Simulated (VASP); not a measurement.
# InSe in VASP: further runs

The runs below take InSe through single point, with PBE+D3(BJ).

The COD entry that gives the cell may itself be a prediction, so a difference from it is no test against experiment.

All numbers are computed with VASP 6.6.1; they aren't measurements. Logs are shortened: lines on timing, memory, paths and dates and some standing lists are left out, and cuts for length are marked.

**1. The cell of the first run**

The cell holds a slab with vacuum, 8 atoms: a = 4.027 Å, b = 4.027 Å, c = 28.271 Å, α = 90.00°, β = 90.00°, γ = 120.00°.

**2. Single point, PBE+D3(BJ)**

INCAR reads:

```
PREC = Accurate ; ENCUT = 520
EDIFF = 1E-6 ; ISMEAR = 0
SIGMA = 0.05 ; LREAL = False
LASPH = True ; NELM = 100
ALGO = Normal ; ISIF = 2
LWAVE = False ; LCHARG = False
LDIPOL = True ; IDIPOL = 3
DIPOL = 0.5 0.5 0.415 ; GGA = PE
IVDW = 12 ; NBANDS = 48
```

KPOINTS reads:

```
regular mesh
0
Gamma
  9 9 1
```

POSCAR reads:

```
InSe
1.0
    4.0266104195      0.0000000000      0.0000000000
   -2.0133052098      3.4871469144      0.0000000000
    0.0000000000      0.0000000000     28.2707101099
Se In
4 4
Direct
    0.0000000000      0.0000000000      0.1591753438
    0.0000000000      0.0000000000      0.3496677309
    0.0000000000      0.0000000000      0.4808989587
    0.0000000000      0.0000000000      0.6713913459
    0.6666666667      0.3333333333      0.2049979929
    0.6666666667      0.3333333333      0.3038451626
   -0.6666666667     -0.3333333333      0.5267216079
   -0.6666666667     -0.3333333333      0.6255687776
```

Potentials or basis: VASP PAW PBE potentials, release 64 (Se, In_d).

Command:

```console
> cat potpaw_PBE.64/Se/POTCAR potpaw_PBE.64/In_d/POTCAR > POTCAR
> mpirun -np 1 vasp_std > vasp.out
```

OUTCAR:

```text
PREC = Accurate
   ENCUT = 520
   EDIFF = 1E-6
   ISMEAR = 0
   LREAL = False
   LASPH = True
   NELM = 100
   ISIF = 2
   GGA = PE
   IVDW = 12
 IVDW          = 12

 ion  position               nearest neighbor table
   1  0.000  0.000  0.159-   5 2.66   5 2.66   5 2.66
   2  0.000  0.000  0.350-   6 2.66   6 2.66   6 2.66
   3  0.000  0.000  0.481-   7 2.66   7 2.66   7 2.66
   4  0.000  0.000  0.671-   8 2.66   8 2.66   8 2.66
   5  0.667  0.333  0.205-   1 2.66   1 2.66   1 2.66   6 2.79
   6  0.667  0.333  0.304-   2 2.66   2 2.66   2 2.66   5 2.79
   7  0.333  0.667  0.527-   3 2.66   3 2.66   3 2.66   8 2.79
   8  0.333  0.667  0.626-   4 2.66   4 2.66   4 2.66   7 2.79

  LATTYP: Found a hexagonal cell.
 ALAT       =     4.0266104195
 C/A-ratio  =     7.0209697896

  Lattice vectors:

 A1 = (   4.0266104195,   0.0000000000,   0.0000000000)
 A2 = (  -2.0133052098,   3.4871469144,   0.0000000000)
 A3 = (   0.0000000000,   0.0000000000,  28.2707101099)

Analysis of symmetry for initial positions (statically):
=====================================================================
 Subroutine PRICEL returns:
 Original cell was already a primitive cell.

 Routine SETGRP: Setting up the symmetry group for a
 hexagonal supercell.

 Subroutine GETGRP returns: Found 12 space group operations
 (whereof  6 operations were pure point group operations)
 out of a pool of 24 trial point group operations.

The static configuration has the point symmetry C_3v.
 The point group associated with its full space group is D_3d.

Analysis of symmetry for dynamics (positions and initial velocities):
=====================================================================
 Subroutine PRICEL returns:
 Original cell was already a primitive cell.

 Routine SETGRP: Setting up the symmetry group for a
 hexagonal supercell.

 Subroutine GETGRP returns: Found 12 space group operations
 (whereof  6 operations were pure point group operations)
 out of a pool of 24 trial point group operations.

The dynamic configuration has the point symmetry C_3v.
 The point group associated with its full space group is D_3d.

 Subroutine INISYM returns: Found 12 space group operations
 (whereof  6 operations are pure point group operations),
 and found     1 'primitive' translations

----------------------------------------------------------------------------------------

                                     Primitive cell

  volume of cell :     396.9598

  direct lattice vectors                    reciprocal lattice vectors
     4.026610419  0.000000000  0.000000000     0.248347840  0.143383692  0.000000000
    -2.013305210  3.487146914  0.000000000     0.000000000  0.286767384  0.000000000
     0.000000000  0.000000000 28.270710110     0.000000000  0.000000000  0.035372299

  length of vectors
     4.026610419  4.026610419 28.270710110     0.286767384  0.286767384  0.035372299

  position of ions in fractional coordinates (direct lattice)
     0.000000000  0.000000000  0.159175344
     0.000000000  0.000000000  0.349667731
     0.000000000  0.000000000  0.480898959
     0.000000000  0.000000000  0.671391346
     0.666666667  0.333333333  0.204997993
     0.666666667  0.333333333  0.303845163
     0.333333333  0.666666667  0.526721608
     0.333333333  0.666666667  0.625568778

  ion indices of the primitive-cell ions
   primitive index   ion index
                 1           1
                 2           2
                 3           3
                 4           4
                 5           5
                 6           6
                 7           7
                 8           8

----------------------------------------------------------------------------------------

 KPOINTS: regular mesh

Automatic generation of k-mesh.
 Grid dimensions read from file:
 generate k-points for:    9    9    1

 Generating k-lattice:

  Cartesian coordinates                     Fractional coordinates (reciprocal lattice)
     0.027594204  0.015931521  0.000000000     0.111111111  0.000000000  0.000000000
     0.000000000  0.031863043  0.000000000     0.000000000  0.111111111  0.000000000
     0.000000000  0.000000000  0.035372299     0.000000000  0.000000000  1.000000000

  Length of vectors
     0.031863043  0.031863043  0.035372299

  Shift w.r.t. Gamma in fractional coordinates (k-lattice)
     0.000000000  0.000000000  0.000000000

 Subroutine IBZKPT returns following result:
 ===========================================

 Found     12 irreducible k-points:

 Following reciprocal coordinates:
            Coordinates               Weight
  0.000000  0.000000  0.000000      1.000000
  0.111111  0.000000  0.000000      6.000000
  0.222222 -0.000000  0.000000      6.000000
  0.333333 -0.000000  0.000000      6.000000
  0.444444 -0.000000  0.000000      6.000000
  0.111111  0.111111  0.000000      6.000000
  0.222222  0.111111  0.000000     12.000000
  0.333333  0.111111  0.000000     12.000000
  0.444444  0.111111  0.000000      6.000000
  0.222222  0.222222  0.000000      6.000000
  0.333333  0.222222  0.000000     12.000000
  0.333333  0.333333  0.000000      2.000000
   k-points           NKPTS =     12   k-points in BZ     NKDIM =     12   number of bands    NBANDS=     48
   number of dos      NEDOS =    301   number of ions     NIONS =      8
   total plane-waves  NPLWV = 189000
   dimension x,y,z NGX =    30 NGY =   30 NGZ =  210
   dimension x,y,z NGXF=    60 NGYF=   60 NGZF=  420
   ions per type =               4   4
   NGX,Y,Z   is equivalent  to a cutoff of  12.39, 12.39, 12.35 a.u.
   NGXF,Y,Z  is equivalent  to a cutoff of  24.77, 24.77, 24.70 a.u.
 SYSTEM =  unknown system
   PREC   = accura    normal or accurate (medium, high low for compatibility)
   ISTART =      0    job   : 0-new  1-cont  2-samecut
   ICHARG =      2    charge: 1-file 2-atom 10-const
   ISPIN  =      1    spin polarized calculation?
   LNONCOLLINEAR =      F non collinear calculations
   LSORBIT =      F    spin-orbit coupling
   LASPH  =      T    aspherical Exc in radial PAW
   ENCUT  =  520.0 eV  38.22 Ry    6.18 a.u.   7.49  7.49 52.56*2*pi/ulx,y,z
   NELM   =    100;   NELMIN=  2; NELMDL= -5     # of ELM steps
   EDIFF  = 0.1E-05   stopping-criterion for ELM
   LREAL  =      F    real-space projection
   EDIFFG = 0.1E-04   stopping-criterion for IOM
   NSW    =      0    number of steps for IOM
   IBRION =     -1    ionic relax: 0-MD 1-quasi-New 2-CG
   NFREE  =      0    steps in history (QN), initial steepest desc. (CG)
   ISIF   =      2    stress and relaxation
   ISYM   =      2    0-nonsym 1-usesym 2-fastsym
   POTIM  = 0.5000    time-step for ionic-motion
   TEBEG  =    0.0;   TEEND  =   0.0 temperature during run
   PSTRESS=    0.0 pullay stress
   NELECT =      76.0000    total number of electrons
   NUPDOWN=      -1.0000    fix difference up-down
   EMIN   =  10.00;   EMAX   =-10.00  energy-range for DOS
   EFERMI =   0.00;   METHOD = LEGACY
   ISMEAR =     0;   SIGMA  =   0.05  broadening in eV -4-tet -1-fermi 0-gaus
   EFERMI_NEDOS =   21; number of points for ismear=-14 and -15
   IALGO  =     38    algorithm
   IMIX   =      4    mixing-type and parameters
     AMIX     =   0.40;   BMIX     =  1.00
     AMIX_MAG =   1.60;   BMIX_MAG =  1.00
  volume/ion in A,a.u.               =      49.62       334.85
  Fermi-wavevector in a.u.,A,eV,Ry     =   0.943548  1.783047 12.113024  0.890282
  Thomas-Fermi vector in A             =   2.071266
   LORBIT       =      0    0 simple, 1 ext, 2 COOP (PROOUT), +10 PAW based schemes
   GGA     = PE    functional components
   LHFCALC =     F    Hartree Fock is set to
   AEXX    =    0.0000 exact exchange contribution
   IVDW    =    12    specifies the selected vdW correction
   LEPSILON=     F    determine dielectric tensor
   LRPA    =     F    only Hartree local field effects (RPA)
 non-spin polarized calculation
 Gauss-broadening in eV      SIGMA  =   0.05
  energy-cutoff  :      520.00
  volume of cell :      396.96
 maximum number of plane-waves:     10749
 NGX is ok and might be reduce to    30
   NGX = 15   NGY = 15   NGZ =105

 number of electron      75.9999997 magnetization

 dipolmoment           0.000000      0.000000     -0.000029 electrons x Angstroem

 Free energy of the ion-electron system (eV)
  ---------------------------------------------------
  ext. energy  EPLUGINS =         0.00000000
  ---------------------------------------------------
  free energy    TOTEN  =       -28.37762294 eV

  energy without entropy =      -28.37762294  energy(sigma->0) =      -28.37762294

 E-fermi :   0.0092     XC(G=0):  -5.6937

 val. band max:       -0.2312438589   @ k =   0.1111   0.0000   0.0000
 cond. band min:       0.9637190008   @ k =   0.0000   0.0000   0.0000
 fundamental gap:      1.1949628597
 Fermi energy:         0.0091567981

 k-point     1 :       0.0000    0.0000    0.0000
  band No.  band energies     occupation
      1     -14.5137      2.00000
      2     -14.5134      2.00000
      3     -14.3303      2.00000
      4     -14.3303      2.00000
      5     -14.3302      2.00000
      6     -14.3302      2.00000
[... 40 lines left out ...]
     47       5.0281      0.00000
     48       5.2301      0.00000

 k-point     2 :       0.1111    0.0000    0.0000
  band No.  band energies     occupation
      1     -14.5131      2.00000
      2     -14.5127      2.00000
      3     -14.3708      2.00000
      4     -14.3695      2.00000
      5     -14.3285      2.00000
      6     -14.3284      2.00000
[... 502 lines left out ...]
 k-point    12 :       0.3333    0.3333    0.0000
  band No.  band energies     occupation
      1     -14.6259      2.00000
      2     -14.6210      2.00000
      3     -14.5286      2.00000
      4     -14.5248      2.00000
      5     -14.4558      2.00000
      6     -14.4557      2.00000
[... 40 lines left out ...]
     47       5.9030      0.00000
     48       5.9031      0.00000

------------------------ aborting loop because EDIFF is reached ----------------------------------------

 vacuum level on the upper side and lower side of the slab       (xc-potential included)        -0.133        -0.133

 Edisp (eV)   -1.96598

 E8    (eV) :    -0.9214

  FORCE on cell =-STRESS in cart. coord.  units (eV):
  Direction    XX          YY          ZZ          XY          YZ          ZX
  --------------------------------------------------------------------------------------
  -------------------------------------------------------------------------------------
  Total      -0.06535    -0.06535     0.00063     0.00000     0.00000     0.00000
  in kB      -0.26376    -0.26376     0.00255     0.00000     0.00000     0.00000
  external pressure =       -0.17 kB  Pullay stress =        0.00 kB

 VOLUME and BASIS-vectors are now :
 -----------------------------------------------------------------------------
  energy-cutoff  :      520.00
  volume of cell :      396.96
      direct lattice vectors                 reciprocal lattice vectors
     4.026610419  0.000000000  0.000000000     0.248347840  0.143383692  0.000000000
    -2.013305210  3.487146914  0.000000000     0.000000000  0.286767384  0.000000000
     0.000000000  0.000000000 28.270710110     0.000000000  0.000000000  0.035372299

 POSITION                                       TOTAL-FORCE (eV/Angst)
 -----------------------------------------------------------------------------------
      0.00000      0.00000      4.50000         0.000000     -0.000000     -0.011786
      0.00000      0.00000      9.88536         0.000000      0.000000      0.011132
      0.00000      0.00000     13.59536         0.000000      0.000000     -0.011132
      0.00000      0.00000     18.98071        -0.000000      0.000000      0.011786
      2.01331      1.16238      5.79544         0.000000     -0.000000      0.011890
      2.01331      1.16238      8.58992         0.000000      0.000000     -0.012216
     -0.00000      2.32476     14.89079         0.000000      0.000000      0.012216
     -0.00000      2.32476     17.68527        -0.000000      0.000000     -0.011890
 -----------------------------------------------------------------------------------
    total drift:                               -0.000000      0.000000     -0.003465

  FREE ENERGIE OF THE ION-ELECTRON SYSTEM (eV)
  ---------------------------------------------------
  free  energy   TOTEN  =       -30.3436018544 eV

  energy  without entropy=      -30.3436018544  energy(sigma->0) =      -30.34360185

 vacuum level on the upper side and lower side of the slab         5.395         5.395
```

It took 6.1 min on 1 thread of Intel Xeon 6975P-C, shared host; peak memory 0.52 GiB.

Results:

- Free energy: -30.3436 eV
- Largest force: 0.012 eV/Å
- Band gap on the k mesh: 1.19 eV, indirect (least direct gap 1.25 eV)
- Dispersion energy per atom: -0.246 eV

Forces in eV/Å, atoms in the order of the input:
```
Se   0.000  0.000 -0.012
Se   0.000  0.000  0.011
Se   0.000  0.000 -0.011
Se   0.000  0.000  0.012
In   0.000  0.000  0.012
In   0.000  0.000 -0.012
In   0.000  0.000  0.012
In   0.000  0.000 -0.012
```

Levels at points of the mesh, in eV from the valence-band top:
```tsv
k point	band 36	band 37	band 38	band 39	band 40	band 41
(0.00, 0.00, 0.00)	-0.63	-0.63	-0.05	1.19	1.62	2.52
```

Caveat: spin-orbit coupling is left out, which moves the levels of the heavy elements.

**3. Single point, PBE+D3(BJ)**

INCAR reads:

```
SYSTEM = InSe
ALGO = Normal
DIPOL = 0.5 0.5 0.415
EDIFF = 1E-6
ENCUT = 520
GGA = PE
IDIPOL = 3
ISIF = 2
ISMEAR = 0
IVDW = 12
LASPH = .True.
LCHARG = .True.
LDIPOL = .True.
LELF = .True.
LREAL = .False.
LVACPOTAV = .True.
LVHAR = .True.
LWAVE = .False.
NBANDS = 48
NELM = 100
PREC = Accurate
SIGMA = 0.05
```

KPOINTS reads:

```
k-points
0
Gamma
  9 9 1
  0 0 0
```

POSCAR reads:

```
InSe
1.0
    4.0266104195      0.0000000000      0.0000000000
   -2.0133052098      3.4871469144      0.0000000000
    0.0000000000      0.0000000000     28.2707101099
Se In
4 4
Direct
    0.0000000000      0.0000000000      0.1591753438
    0.0000000000      0.0000000000      0.3496677309
    0.3333333333      0.6666666667      0.4808989587
    0.3333333333      0.6666666667      0.6713913459
    0.6666666667      0.3333333333      0.2049979929
    0.6666666667      0.3333333333      0.3038451626
   -0.3333333333      0.3333333333      0.5267216079
   -0.3333333333      0.3333333333      0.6255687776
```

Potentials or basis: VASP PAW PBE potentials, release 64 (Se, In_d).

Command:

```console
> cat potpaw_PBE.64/Se/POTCAR potpaw_PBE.64/In_d/POTCAR > POTCAR
> mpirun -np 1 vasp_std > vasp.out
```

Run time: 6.4 min. Hardware: 1 thread of Intel Xeon 6975P-C, shared host; peak memory 0.52 GiB.

The run converged. Its results:

```yaml
Free_energy: -30.3778 eV
Largest_force: 0.085 eV/Å
Band_gap_on_the_k_mesh: 1.28 eV, indirect (least direct gap 1.31 eV)
Dispersion_energy_per_atom: -0.246 eV
```

Forces on the atoms (eV/Å):
```
Se   0.000  0.000 -0.012
Se   0.000  0.000  0.085
Se   0.000  0.000 -0.085
Se   0.000  0.000  0.012
In   0.000  0.000  0.015
In   0.000  0.000  0.025
In   0.000  0.000 -0.025
In   0.000  0.000 -0.015
```

Levels at points of the mesh, in eV from the valence-band top:
```csv
k point,band 36,band 37,band 38,band 39,band 40,band 41
"(0.00, 0.00, 0.00)",-0.56,-0.49,-0.03,1.28,1.69,2.63
```

Caveat: spin-orbit coupling is left out, which moves the levels of the heavy elements.

**4. Single point, PBE+D3(BJ)**

INCAR reads:

```
ALGO     = Normal         # electronic algorithm
DIPOL    = 0.5 0.5 0.415
EDIFF    = 1E-7           # SCF threshold, eV
ENCUT    = 520            # plane-wave cutoff, eV
GGA      = PE             # functional
IDIPOL   = 3            
ISIF     = 2              # what is computed and relaxed
ISMEAR   = 0              # smearing method
IVDW     = 12             # dispersion correction
LASPH    = True           # aspherical terms in the spheres
LCHARG   = True           # write CHGCAR
LDIPOL   = True         
LELF     = True           # ELF
LREAL    = False          # projectors in reciprocal space
LVACPOTAV= True         
LVHAR    = True         
LWAVE    = False          # write WAVECAR
NBANDS   = 48             # bands
NELM     = 60             # most SCF steps
PREC     = Accurate       # precision mode
SIGMA    = 0.05           # smearing width, eV
```

KPOINTS reads:

```
k-points
0
Gamma
  9 9 1
```

POSCAR reads:

```
InSe
1.0
    4.0266104195      0.0000000000      0.0000000000
   -2.0133052098      3.4871469144      0.0000000000
    0.0000000000      0.0000000000     28.2707101099
Se In
4 4
Direct
    0.0000000000      0.0000000000      0.1591753438
    0.0000000000      0.0000000000      0.3496677309
    0.6666666667      0.3333333333      0.4808989587
    0.6666666667      0.3333333333      0.6713913459
    0.6666666667      0.3333333333      0.2049979929
    0.6666666667      0.3333333333      0.3038451626
    0.0000000000      0.0000000000      0.5267216079
    0.0000000000      0.0000000000      0.6255687776
```

Command:

```console
> cat potpaw_PBE.64/Se/POTCAR potpaw_PBE.64/In_d/POTCAR > POTCAR
> mpirun -np 1 vasp_std > vasp.out
```

Wall time 7.5 min (1 thread of Intel Xeon 6975P-C, shared host); peak memory 0.52 GiB.

It converged, with:

```
Free energy                : -30.3793 eV
Largest force              : 0.084 eV/Å
Band gap on the k mesh     : 1.28 eV, indirect (least direct gap 1.32 eV)
Dispersion energy per atom : -0.246 eV
```

Forces in eV/Å, atoms in the order of the input:
```
Se   0.000  0.000 -0.012
Se   0.000  0.000  0.084
Se   0.000  0.000 -0.084
Se   0.000  0.000  0.012
In   0.000  0.000  0.015
In   0.000  0.000  0.026
In   0.000  0.000 -0.026
In   0.000  0.000 -0.015
```

Levels at points of the mesh, in eV from the valence-band top:
```csv
k point,band 35,band 36,band 37,band 38,band 39,band 40,band 41,band 42
"(0.00, 0.00, 0.00)",-0.55,-0.55,-0.49,-0.03,1.28,1.70,2.65,2.68
```

Caveat: spin-orbit coupling is left out, which moves the levels of the heavy elements.
